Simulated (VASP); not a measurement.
# ZnCu in VASP: a series of runs, part 2 of 2

VASP 6.6.1.

## (4) Single point, PBE

This run uses another cell than the first one, of 12.77 Å³/atom, 1.041 times its volume.

INCAR reads:

```
  PREC = Accurate
  ENCUT = 520
  EDIFF = 1E-7
  ISMEAR = -1
  SIGMA = 0.05
  LREAL = False
  LASPH = True
  NELM = 100
  ALGO = Normal
  ISIF = 2
  LWAVE = False
  LCHARG = True
  GGA = PE
  LELF = True
  LVHAR = True
  NBANDS = 18
```

KPOINTS reads:

```
regular mesh
0
Gamma
  5 5 5
```

POSCAR reads:

```
ZnCu
1.0
    2.9450000000      0.0000000000      0.0000000000
    0.0000000000      2.9450000000      0.0000000000
    0.0000000000      0.0000000000      2.9450000000
Zn Cu
1 1
Direct
    0.5000000000      0.5000000000      0.5000000000
    0.0000000000      0.0000000000      0.0000000000
```

Potentials or basis: VASP PAW PBE potentials, release 64 (Zn, Cu).

The run is started by

```
$ cat potpaw_PBE.64/Zn/POTCAR potpaw_PBE.64/Cu/POTCAR > POTCAR
$ mpirun -np 1 vasp_std > vasp.out
```

OUTCAR:

```text
PREC = Accurate
   ENCUT = 520
   EDIFF = 1E-7
   ISMEAR = -1
   LREAL = False
   LASPH = True
   NELM = 100
   ISIF = 2
   GGA = PE

 ion  position               nearest neighbor table
   1  0.500  0.500  0.500-   2 2.55   2 2.55   2 2.55   2 2.55   2 2.55   2 2.55   2 2.55   2 2.55

   2  0.000  0.000  0.000-   1 2.55   1 2.55   1 2.55   1 2.55   1 2.55   1 2.55   1 2.55   1 2.55

  LATTYP: Found a simple cubic cell.
 ALAT       =     2.9450000000

  Lattice vectors:

 A1 = (   2.9450000000,   0.0000000000,   0.0000000000)
 A2 = (   0.0000000000,   2.9450000000,   0.0000000000)
 A3 = (   0.0000000000,   0.0000000000,   2.9450000000)

Analysis of symmetry for initial positions (statically):
=====================================================================
 Subroutine PRICEL returns:
 Original cell was already a primitive cell.

 Routine SETGRP: Setting up the symmetry group for a
 simple cubic supercell.

 Subroutine GETGRP returns: Found 48 space group operations
 (whereof 48 operations were pure point group operations)
 out of a pool of 48 trial point group operations.

The static configuration has the point symmetry O_h .

Analysis of symmetry for dynamics (positions and initial velocities):
=====================================================================
 Subroutine PRICEL returns:
 Original cell was already a primitive cell.

 Routine SETGRP: Setting up the symmetry group for a
 simple cubic supercell.

 Subroutine GETGRP returns: Found 48 space group operations
 (whereof 48 operations were pure point group operations)
 out of a pool of 48 trial point group operations.

The dynamic configuration has the point symmetry O_h .

 Subroutine INISYM returns: Found 48 space group operations
 (whereof 48 operations are pure point group operations),
 and found     1 'primitive' translations

[... 94 lines left out ...]
   ISMEAR =    -1;   SIGMA  =   0.05  broadening in eV -4-tet -1-fermi 0-gaus
   EFERMI_NEDOS =   21; number of points for ismear=-14 and -15
   IALGO  =     38    algorithm
   IMIX   =      4    mixing-type and parameters
     AMIX     =   0.40;   BMIX     =  1.00
     AMIX_MAG =   1.60;   BMIX_MAG =  1.00
  volume/ion in A,a.u.               =      12.77        86.18
  Fermi-wavevector in a.u.,A,eV,Ry     =   1.580880  2.987429 34.003415  2.499180
  Thomas-Fermi vector in A             =   2.681040
   LORBIT       =      0    0 simple, 1 ext, 2 COOP (PROOUT), +10 PAW based schemes
   GGA     = PE    functional components
   LHFCALC =     F    Hartree Fock is set to
   AEXX    =    0.0000 exact exchange contribution
   IVDW    =     0    specifies the selected vdW correction
   LEPSILON=     F    determine dielectric tensor
   LRPA    =     F    only Hartree local field effects (RPA)
 non-spin polarized calculation
  energy-cutoff  :      520.00
  volume of cell :       25.54
 maximum number of plane-waves:       698
 NGX is ok and might be reduce to    24
   NGX = 11   NGY = 11   NGZ = 11

 number of electron      23.0000000 magnetization

 Free energy of the ion-electron system (eV)
  ---------------------------------------------------
  ext. energy  EPLUGINS =         0.00000000
  ---------------------------------------------------
  free energy    TOTEN  =        -5.01889426 eV

  energy without entropy =       -5.01261531  energy(sigma->0) =       -5.01575479

 E-fermi :   5.6336     XC(G=0): -12.3991

 val. band max:        5.6328146008   @ k =   0.4000   0.4000   0.4000
 cond. band min:       5.8295818919   @ k =   0.4000   0.4000   0.2000
 fundamental gap:      0.1967672911
 Fermi energy:         5.6336306499

 k-point     1 :       0.0000    0.0000    0.0000
  band No.  band energies     occupation
      1      -4.7949      2.00000
      2      -2.3040      2.00000
      3      -2.3040      2.00000
      4      -1.6095      2.00000
      5      -1.6095      2.00000
      6      -1.6095      2.00000
[... 187 lines left out ...]
      5      -1.4314      2.00000
      6       0.9854      2.00000
[... 10 lines left out ...]
     17      12.4563      0.00000
     18      15.8012      0.00000

------------------------ aborting loop because EDIFF is reached ----------------------------------------

  FORCE on cell =-STRESS in cart. coord.  units (eV):
  Direction    XX          YY          ZZ          XY          YZ          ZX
  --------------------------------------------------------------------------------------
  -------------------------------------------------------------------------------------
  Total        0.5654875      0.5654875      0.5654875      0.0000000      0.0000000      0.0000000
  in kB       35.4713462     35.4713462     35.4713462      0.0000000      0.0000000      0.0000000
  external PRESSURE =      35.4713462 kB  Pullay stress =       0.0000000 kB

 VOLUME and BASIS-vectors are now :
 -----------------------------------------------------------------------------
  energy-cutoff  :      520.00
  volume of cell :       25.54
      direct lattice vectors                 reciprocal lattice vectors
     2.945000000  0.000000000  0.000000000     0.339558574  0.000000000  0.000000000
     0.000000000  2.945000000  0.000000000     0.000000000  0.339558574  0.000000000
     0.000000000  0.000000000  2.945000000     0.000000000  0.000000000  0.339558574

 POSITION                                       TOTAL-FORCE (eV/Angst)
 -----------------------------------------------------------------------------------
      1.47250      1.47250      1.47250         0.000000      0.000000      0.000000
      0.00000      0.00000      0.00000         0.000000      0.000000      0.000000
 -----------------------------------------------------------------------------------
    total drift:                                0.000000      0.000000     -0.000000

  FREE ENERGIE OF THE ION-ELECTRON SYSTEM (eV)
  ---------------------------------------------------
  free  energy   TOTEN  =        -5.0188942558 eV

  energy  without entropy=       -5.0126153149  energy(sigma->0) =       -5.01575479
```

OSZICAR:

```text
N       E                     dE             d eps       ncg     rms          rms(c)
DAV:   1     0.116600804468E+03    0.11660E+03   -0.11883E+04   392   0.214E+03
DAV:   2    -0.133975021053E+01   -0.11794E+03   -0.11286E+03   362   0.303E+02
DAV:   3    -0.604637487483E+01   -0.47066E+01   -0.46781E+01   414   0.748E+01
DAV:   4    -0.608139279641E+01   -0.35018E-01   -0.35008E-01   414   0.591E+00
DAV:   5    -0.608191437211E+01   -0.52158E-03   -0.52154E-03   414   0.724E-01    0.940E+00
DAV:   6    -0.592573511368E+01    0.15618E+00   -0.14322E+01   390   0.894E+01    0.593E+00
DAV:   7    -0.503086963887E+01    0.89487E+00   -0.30225E+00   396   0.826E+01    0.224E+00
DAV:   8    -0.502716661086E+01    0.37030E-02   -0.10847E-01   480   0.445E+00    0.121E+00
DAV:   9    -0.501894224355E+01    0.82244E-02   -0.94155E-03   430   0.216E+00    0.689E-02
DAV:  10    -0.501890418695E+01    0.38057E-04   -0.80068E-04   556   0.666E-01    0.452E-02
DAV:  11    -0.501889600946E+01    0.81775E-05   -0.10876E-04   458   0.289E-01    0.928E-03
DAV:  12    -0.501889435999E+01    0.16495E-05   -0.81647E-06   440   0.603E-02    0.743E-04
DAV:  13    -0.501889418854E+01    0.17145E-06   -0.26506E-07   350   0.611E-03    0.904E-04
DAV:  14    -0.501889425585E+01   -0.67309E-07   -0.10183E-08   206   0.221E-03
   1 F= -.50188943E+01 E0= -.50157548E+01  d E =-.627894E-02
```

Wall time 6.3 s (1 thread of Intel Xeon 6975P-C, shared host); peak memory 0.14 GiB.

Results:

| Property | Result |
| --- | --- |
| Free energy | -5.0189 eV |
| Pressure | 3.5 GPa |

Caveat: the k points lie up to 0.43 Å⁻¹ apart.

## (5) Single point, PBEsol

This run uses another cell than the first one, of 12.77 Å³/atom, 1.041 times its volume.

INCAR reads:

```
SYSTEM = ZnCu
ALGO = Normal
EDIFF = 1E-6
ENCUT = 520
GGA = PS
ISIF = 2
ISMEAR = -1
LASPH = .True.
LCHARG = .False.
LREAL = .False.
LWAVE = .False.
NBANDS = 18
NELM = 100
PREC = Accurate
SIGMA = 0.05
```

KPOINTS reads:

```
k-points
0
Gamma
  5 5 5
  0 0 0
```

POSCAR is that of step 4.

The run is started by

```
$ cat potpaw_PBE.64/Zn/POTCAR potpaw_PBE.64/Cu/POTCAR > POTCAR
$ mpirun -np 1 vasp_std > vasp.out
```

Wall time 5.2 s (1 thread of Intel Xeon 6975P-C, shared host); peak memory 0.13 GiB.

Results (log left out):

- Free energy: -6.0955 eV
- Pressure: -3.4 GPa

Levels at points of the mesh, in eV from the Fermi level:
| k point | band 7 | band 8 | band 9 | band 10 | band 11 | band 12 | band 13 | band 14 | band 15 | band 16 |
| --- | --- | --- | --- | --- | --- | --- | --- | --- | --- | --- |
| (0.00, 0.00, 0.00) | -3.63 | -3.63 | -2.79 | -2.79 | -2.79 | 6.11 | 6.11 | 6.11 | 11.18 | 11.18 |

Caveat: the k points lie up to 0.43 Å⁻¹ apart; the PAW data sets were made with another functional, which shifts forces and pressure a little.

## (6) The runs side by side

| level | potentials or basis | cell | k mesh | gap on the mesh (eV) | pressure (GPa) |
| --- | --- | --- | --- | --- | --- |
| PBE | VASP PAW PBE potentials, release 64 (Zn, Cu) | a = 2.886, b = 2.886, c = 2.945 Å, 2 atoms | 8 × 8 × 8 | none | 8.8 |
| LDA | VASP PAW LDA potentials, release 64 (Zn, Cu) | a = 2.945 Å, 2 atoms | 5 × 5 × 5 | none | -8.4 |
| PBE | VASP PAW PBE potentials, release 64 (Zn, Cu) | a = 2.945 Å, 2 atoms | 5 × 5 × 5 | none | 3.5 |
| PBEsol | VASP PAW PBE potentials, release 64 (Zn, Cu) | a = 2.945 Å, 2 atoms | 5 × 5 × 5 | none | -3.4 |

Alike in all rows: task single point; no spin polarisation; cutoff (eV) 520; smearing fermi-dirac 0.05 eV.

Caveats: some runs use coarse meshes; the PAW data sets were made with another functional, which shifts forces and pressure a little (some runs).

Absolute energies hang on the potentials; compare differences alone.
